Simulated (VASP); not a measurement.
Here is a VASP 6.6.1 calculation.

The input INCAR:

```
SYSTEM = Y
PREC = Accurate
ENCUT = 520
EDIFF = 1E-8
ISMEAR = -1
SIGMA = 0.05
LREAL = .False.
LASPH = .True.
NELM = 80
ALGO = Normal
ISIF = 2
LWAVE = .False.
LCHARG = .False.
LEFG = .True.
NBANDS = 12
```

KPOINTS

```
regular mesh
0
Gamma
  13 13 13
  0 0 0
```

Contents of POSCAR:

```
Y
1.0
    0.0000000000      2.5014574333      2.5014574333
    2.5014574333      0.0000000000      2.5014574333
    2.5014574333      2.5014574333      0.0000000000
Y
1
Direct
    0.0000000000      0.0000000000      0.0000000000
```

Potentials or basis: VASP PAW LDA potentials, release 64 (Y_sv).

Run with:

```console
$ cat potpaw_LDA.64/Y_sv/POTCAR > POTCAR
$ mpirun -np 1 vasp_std > vasp.out
```

Estimate the pressure.

-2.6 GPa.

Caveat: without QUAD_EFG the Cq values of the log hold for a quadrupole moment of 1 mb, not for the nuclei.
